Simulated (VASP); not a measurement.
# AlW3 (Pm-3m) in VASP: further runs, part 2 of 2

VASP 6.6.1.

## Step 4: Relaxation of cell and atoms, PBE

The input, INCAR:

```
SYSTEM = AlW3
PREC = Accurate
ENCUT = 600
EDIFF = 1E-7
ISMEAR = 0
SIGMA = 0.1
LREAL = .FALSE.
LASPH = .TRUE.
NELM = 60
ALGO = Fast
ISIF = 3
LWAVE = .FALSE.
LCHARG = .FALSE.
GGA = PE
IBRION = 2
NSW = 90
EDIFFG = -0.04
```

The input, KPOINTS:

```
regular mesh
0
G
  4 4 4
  0 0 0
```

The input, POSCAR:

```
AlW3
1.0
    4.1918422800      0.0000000000      0.0000000000
    0.0000000000      4.1918422800      0.0000000000
    0.0000000000      0.0000000000      4.1918422800
Al W
1 3
Direct
    0.0000000000      0.0000000000      0.0000000000
    0.5000000000      0.0000000000      0.0000000000
    0.0000000000      0.5000000000      0.0000000000
    0.0000000000      0.0000000000      0.5000000000
```

Potentials or basis: VASP PAW PBE potentials, release 64 (Al, W_sv).

The run is started by

```console
cat potpaw_PBE.64/Al/POTCAR potpaw_PBE.64/W_sv/POTCAR > POTCAR
mpirun -np 1 vasp_std > vasp.out
```

OUTCAR:

```text
SYSTEM = AlW3
   PREC = Accurate
   ENCUT = 600
   EDIFF = 1E-7
   ISMEAR = 0
   LREAL = .FALSE.
   LASPH = .TRUE.
   NELM = 60
   ISIF = 3
   GGA = PE
   IBRION = 2
   NSW = 90
   EDIFFG = -0.04

 ion  position               nearest neighbor table
   1  0.000  0.000  0.000-   2 2.10   3 2.10   4 2.10   4 2.10   3 2.10   2 2.10
   2  0.500  0.000  0.000-   1 2.10   1 2.10   4 2.96   4 2.96   3 2.96   3 2.96   3 2.96   4 2.96
                             4 2.96   3 2.96
   3  0.000  0.500  0.000-   1 2.10   1 2.10   4 2.96   4 2.96   2 2.96   2 2.96   4 2.96   4 2.96
                             2 2.96   2 2.96
   4  0.000  0.000  0.500-   1 2.10   1 2.10   3 2.96   2 2.96   2 2.96   3 2.96   3 2.96   3 2.96
                             2 2.96   2 2.96

  LATTYP: Found a simple cubic cell.
 ALAT       =     4.1918422800

  Lattice vectors:

 A1 = (   4.1918422800,   0.0000000000,   0.0000000000)
 A2 = (   0.0000000000,   4.1918422800,   0.0000000000)
 A3 = (   0.0000000000,   0.0000000000,   4.1918422800)

Analysis of symmetry for initial positions (statically):
=====================================================================
 Subroutine PRICEL returns:
 Original cell was already a primitive cell.

 Routine SETGRP: Setting up the symmetry group for a
 simple cubic supercell.

 Subroutine GETGRP returns: Found 48 space group operations
 (whereof 48 operations were pure point group operations)
 out of a pool of 48 trial point group operations.

The static configuration has the point symmetry O_h .

Analysis of symmetry for dynamics (positions and initial velocities):
=====================================================================
 Subroutine PRICEL returns:
 Original cell was already a primitive cell.

 Routine SETGRP: Setting up the symmetry group for a
 simple cubic supercell.

 Subroutine GETGRP returns: Found 48 space group operations
 (whereof 48 operations were pure point group operations)
 out of a pool of 48 trial point group operations.

The dynamic configuration has the point symmetry O_h .

 Subroutine INISYM returns: Found 48 space group operations
 (whereof 48 operations are pure point group operations),
 and found     1 'primitive' translations

----------------------------------------------------------------------------------------

                                     Primitive cell

  volume of cell :      73.6571

  direct lattice vectors                    reciprocal lattice vectors
     4.191842280  0.000000000  0.000000000     0.238558594  0.000000000  0.000000000
     0.000000000  4.191842280  0.000000000     0.000000000  0.238558594  0.000000000
     0.000000000  0.000000000  4.191842280     0.000000000  0.000000000  0.238558594

  length of vectors
     4.191842280  4.191842280  4.191842280     0.238558594  0.238558594  0.238558594

  position of ions in fractional coordinates (direct lattice)
     0.000000000  0.000000000  0.000000000
     0.500000000  0.000000000  0.000000000
     0.000000000  0.500000000  0.000000000
     0.000000000  0.000000000  0.500000000

  ion indices of the primitive-cell ions
   primitive index   ion index
                 1           1
                 2           2
                 3           3
                 4           4

[... 54 lines left out ...]
   ENCUT  =  600.0 eV  44.10 Ry    6.64 a.u.   8.37  8.37  8.37*2*pi/ulx,y,z
   NELM   =     60;   NELMIN=  2; NELMDL= -5     # of ELM steps
   EDIFF  = 0.1E-06   stopping-criterion for ELM
   LREAL  =      F    real-space projection
   EDIFFG = -.4E-01   stopping-criterion for IOM
   NSW    =     90    number of steps for IOM
   IBRION =      2    ionic relax: 0-MD 1-quasi-New 2-CG
   NFREE  =      1    steps in history (QN), initial steepest desc. (CG)
   ISIF   =      3    stress and relaxation
   ISYM   =      2    0-nonsym 1-usesym 2-fastsym
   POTIM  = 0.5000    time-step for ionic-motion
   TEBEG  =    0.0;   TEEND  =   0.0 temperature during run
   PSTRESS=    0.0 pullay stress
   NELECT =      45.0000    total number of electrons
   NUPDOWN=      -1.0000    fix difference up-down
   EMIN   =  10.00;   EMAX   =-10.00  energy-range for DOS
   EFERMI =   0.00;   METHOD = LEGACY
   ISMEAR =     0;   SIGMA  =   0.10  broadening in eV -4-tet -1-fermi 0-gaus
   EFERMI_NEDOS =   21; number of points for ismear=-14 and -15
   IALGO  =     68    algorithm
   IMIX   =      4    mixing-type and parameters
     AMIX     =   0.40;   BMIX     =  1.00
     AMIX_MAG =   1.60;   BMIX_MAG =  1.00
  volume/ion in A,a.u.               =      18.41       124.27
  Fermi-wavevector in a.u.,A,eV,Ry     =   1.389123  2.625062 26.254659  1.929663
  Thomas-Fermi vector in A             =   2.513184
   LORBIT       =      0    0 simple, 1 ext, 2 COOP (PROOUT), +10 PAW based schemes
   GGA     = PE    functional components
   LHFCALC =     F    Hartree Fock is set to
   AEXX    =    0.0000 exact exchange contribution
   IVDW    =     0    specifies the selected vdW correction
   LEPSILON=     F    determine dielectric tensor
   LRPA    =     F    only Hartree local field effects (RPA)
 conjugate gradient relaxation of ions
 non-spin polarized calculation
 RMM-DIIS sequential band-by-band and
 Gauss-broadening in eV      SIGMA  =   0.10
  energy-cutoff  :      600.00
  volume of cell :       73.66
 maximum number of plane-waves:      2517
 NGX is ok and might be reduce to    36
   NGX = 17   NGY = 17   NGZ = 17

--------------------------------------- Ionic step        1  -------------------------------------------

 number of electron      45.0000007 magnetization

 Free energy of the ion-electron system (eV)
  ---------------------------------------------------
  ext. energy  EPLUGINS =         0.00000000
  ---------------------------------------------------
  free energy    TOTEN  =       -26.96850055 eV

  energy without entropy =      -26.94333931  energy(sigma->0) =      -26.95591993

------------------------ aborting loop because EDIFF is reached ----------------------------------------

  FORCE on cell =-STRESS in cart. coord.  units (eV):
  Direction    XX          YY          ZZ          XY          YZ          ZX
  --------------------------------------------------------------------------------------
  -------------------------------------------------------------------------------------
  Total       23.4914199     23.4914199     23.4914199      0.0000000     -0.0000000      0.0000000
  in kB      510.9813501    510.9813501    510.9813501      0.0000000     -0.0000000      0.0000000
  external PRESSURE =     510.9813501 kB  Pullay stress =       0.0000000 kB
[... 25 lines left out ...]
--------------------------------------- Ionic step        2  -------------------------------------------

 number of electron      44.9999980 magnetization

 E-fermi :   1.5264     XC(G=0):  -8.2541

 val. band max:        1.5236918405   @ k =   0.5000   0.2500   0.0000
 cond. band min:       1.5466410981   @ k =   0.5000   0.5000   0.0000
 fundamental gap:      0.0229492576
 Fermi energy:         1.5264334110

 k-point     1 :       0.0000    0.0000    0.0000
  band No.  band energies     occupation
      1     -73.0323      2.00000
      2     -73.0310      2.00000
      3     -73.0310      2.00000
      4     -37.1998      2.00000
      5     -37.1998      2.00000
      6     -37.1998      2.00000
[... 289 lines left out ...]
     26       2.8320      0.00000
     27       2.8320      0.00000

------------------------ aborting loop EDIFF was not reached (unconverged)  ----------------------------

  FORCE on cell =-STRESS in cart. coord.  units (eV):
  Direction    XX          YY          ZZ          XY          YZ          ZX
  --------------------------------------------------------------------------------------
  -------------------------------------------------------------------------------------
  Total      -16.6779459    -16.6779459    -16.6779459      0.0000000      0.0000000     -0.0000000
  in kB     -171.6450604   -171.6450604   -171.6450604      0.0000000      0.0000000     -0.0000000
  external PRESSURE =    -171.6450604 kB  Pullay stress =       0.0000000 kB
[... 101 lines left out ...]
--------------------------------------- Ionic step        5  -------------------------------------------

 number of electron      45.0000002 magnetization

 Free energy of the ion-electron system (eV)
  ---------------------------------------------------
  ext. energy  EPLUGINS =         0.00000000
  ---------------------------------------------------
  free energy    TOTEN  =       -29.86918582 eV

  energy without entropy =      -29.84300415  energy(sigma->0) =      -29.85609498

 E-fermi :   4.9491     XC(G=0): -10.3043

 val. band max:        4.8691736086   @ k =   0.5000   0.2500   0.0000
 cond. band min:       4.9595935934   @ k =   0.5000   0.0000   0.0000
 fundamental gap:      0.0904199848
 Fermi energy:         4.9491457552

 k-point     1 :       0.0000    0.0000    0.0000
  band No.  band energies     occupation
      1     -69.2483      2.00000
      2     -69.2305      2.00000
      3     -69.2305      2.00000
      4     -33.5332      2.00000
      5     -33.5332      2.00000
      6     -33.5332      2.00000
[... 320 lines left out ...]
  FREE ENERGIE OF THE ION-ELECTRON SYSTEM (eV)
  ---------------------------------------------------
  free  energy   TOTEN  =       -29.8691858203 eV

  energy  without entropy=      -29.8430041457  energy(sigma->0) =      -29.85609498

 reached required accuracy - stopping structural energy minimisation
```

OSZICAR:

```text
N       E                     dE             d eps       ncg     rms          rms(c)
DAV:   1     0.571462519886E+03    0.57146E+03   -0.28944E+04   540   0.196E+03
DAV:   2    -0.460653756781E+01   -0.57607E+03   -0.56800E+03   585   0.578E+02
DAV:   3    -0.308195612740E+02   -0.26213E+02   -0.25107E+02   690   0.115E+02
[... 130 lines left out ...]
RMM:   9    -0.298691897714E+02    0.17824E-05   -0.23288E-05   656   0.284E-02    0.307E-02
RMM:  10    -0.298691865151E+02    0.32562E-05   -0.92183E-06   564   0.196E-02    0.181E-02
RMM:  11    -0.298691856444E+02    0.87073E-06   -0.13694E-05   613   0.171E-02    0.144E-03
RMM:  12    -0.298691857490E+02   -0.10461E-06   -0.12536E-06   501   0.533E-03    0.465E-04
RMM:  13    -0.298691858203E+02   -0.71283E-07   -0.30616E-07   361   0.268E-03
   5 F= -.29869186E+02 E0= -.29856095E+02  d E =-.290069E+01
```

Wall time 4.2 min (1 thread of Intel Xeon 6975P-C (Granite Rapids), shared host); peak memory 0.22 GiB.

Results:

| Quantity | Value |
| --- | --- |
| Free energy | -29.8692 eV |
| Relaxed volume | 24.16 Å³/atom |
| Relaxed cell | a = 4.589 Å, b = 4.589 Å, c = 4.589 Å, α = 90.00°, β = 90.00°, γ = 90.00° |
| Space group after relaxing (to 0.1 Å) | Pm-3m (No. 221) |
| Pressure after relaxing | 0.0 GPa |
| Band gap on the k mesh | zero (an odd number of electrons rules out a gap without spin polarisation) |

Final structure:
```xyz
4
Lattice="4.5889 0.0000 0.0000 0.0000 4.5889 0.0000 0.0000 0.0000 4.5889" Properties=species:S:1:pos:R:3 pbc="T T T"
Al    0.0000    0.0000    0.0000
W     2.2945    0.0000    0.0000
W     0.0000    2.2945    0.0000
W     0.0000    0.0000    2.2945
```

Levels at points of the mesh, in eV from the Fermi level:
```tsv
k point	band 18	band 19	band 20	band 21	band 22	band 23	band 24	band 25	band 26	band 27
(0.00, 0.00, 0.00)	-2.00	-2.00	0.31	0.31	0.54	0.54	0.54	0.97	0.97	0.97
(0.50, 0.00, 0.00)	-1.85	-1.63	-1.63	-1.45	-0.58	0.01	0.33	0.51	0.96	0.97
(0.50, 0.50, 0.00)	-1.15	-1.10	-1.02	-1.02	-0.70	-0.27	-0.27	0.27	0.56	0.88
(0.50, 0.50, 0.50)	-0.63	-0.63	-0.63	-0.16	-0.16	-0.16	1.08	1.08	1.08	1.56
```

Caveat: the k points lie up to 0.34 Å⁻¹ apart in the final cell, too coarse for converged energies and pressures of a metal; the volume moved by over 15 % at a fixed basis, so the end points are rough; spin-orbit coupling is left out, which moves the levels of the heavy elements.

## Step 5: Single point, PBE

This run uses another cell than the first one, of 24.18 Å³/atom.

The input, INCAR:

```
SYSTEM = AlW3
PREC = Accurate
ENCUT = 520
EDIFF = 1E-6
ISMEAR = 0
SIGMA = 0.1
LREAL = .FALSE.
LASPH = .TRUE.
NELM = 100
ALGO = Fast
ISIF = 2
LWAVE = .FALSE.
LCHARG = .FALSE.
GGA = PE
NBANDS = 30
```

The input, KPOINTS:

```
Automatic mesh
0
G
  10 10 10
  0 0 0
```

The input, POSCAR:

```
AlW3
1.0
    4.5903411841      0.0000000000      0.0000000000
    0.0000000000      4.5903411841      0.0000000000
    0.0000000000      0.0000000000      4.5903411841
Al W
1 3
Direct
    0.0000000000      0.0000000000      0.0000000000
    0.5000000000      0.0000000000      0.0000000000
    0.0000000000      0.5000000000      0.0000000000
    0.0000000000      0.0000000000      0.5000000000
```

The run is started by

```console
cat potpaw_PBE.64/Al/POTCAR potpaw_PBE.64/W_sv/POTCAR > POTCAR
mpirun -np 1 vasp_std > vasp.out
```

Run time: 3.3 min. Hardware: 1 thread of Intel Xeon 6975P-C (Granite Rapids), shared host; peak memory 0.29 GiB.

Results (log left out):

* Free energy: -29.8933 eV
* Pressure: 0.0 GPa
* Band gap on the k mesh: zero (an odd number of electrons rules out a gap without spin polarisation)

Levels at points of the mesh, in eV from the Fermi level:
```
           k point  band 18  band 19  band 20  band 21  band 22  band 23  band 24  band 25  band 26  band 27
(0.00, 0.00, 0.00)    -1.98    -1.98     0.36     0.36     0.59     0.59     0.59     0.99     0.99     0.99
(0.50, 0.00, 0.00)    -1.80    -1.59    -1.59    -1.41    -0.56     0.03     0.38     0.52     0.97     0.99
(0.50, 0.50, 0.00)    -1.11    -1.08    -0.99    -0.99    -0.68    -0.23    -0.23     0.30     0.57     0.92
(0.50, 0.50, 0.50)    -0.61    -0.61    -0.61    -0.12    -0.12    -0.12     1.11     1.11     1.11     1.57
```

Caveat: spin-orbit coupling is left out, which moves the levels of the heavy elements.

## Step 6: The runs side by side

| task | cell | k mesh | cutoff (eV) | gap on the mesh (eV) | pressure (GPa) |
| --- | --- | --- | --- | --- | --- |
| single point | a = 4.192 Å, 4 atoms | 4 × 4 × 4 | 520 | none | 51.1 |
| single point | a = 4.586 Å, 4 atoms | 4 × 4 × 4 | 520 | none | 0.3 |
| relaxation of cell and atoms | relaxed from a = 4.192 Å, 4 atoms | 4 × 4 × 4 | 600 | none | 0.0 |
| single point | a = 4.590 Å, 4 atoms | 10 × 10 × 10 | 520 | none | 0.0 |

Alike in all rows: level PBE; potentials or basis VASP PAW PBE potentials, release 64 (Al, W_sv); no spin polarisation; smearing gaussian 0.1 eV.

Caveats: some runs use coarse meshes; spin-orbit coupling is left out, which moves the levels of the heavy elements; the volume moved by over 15 % at a fixed basis, so the end points are rough (at least some runs).

Total energies depend on the potentials used, so only differences within one code and one set of settings carry meaning.
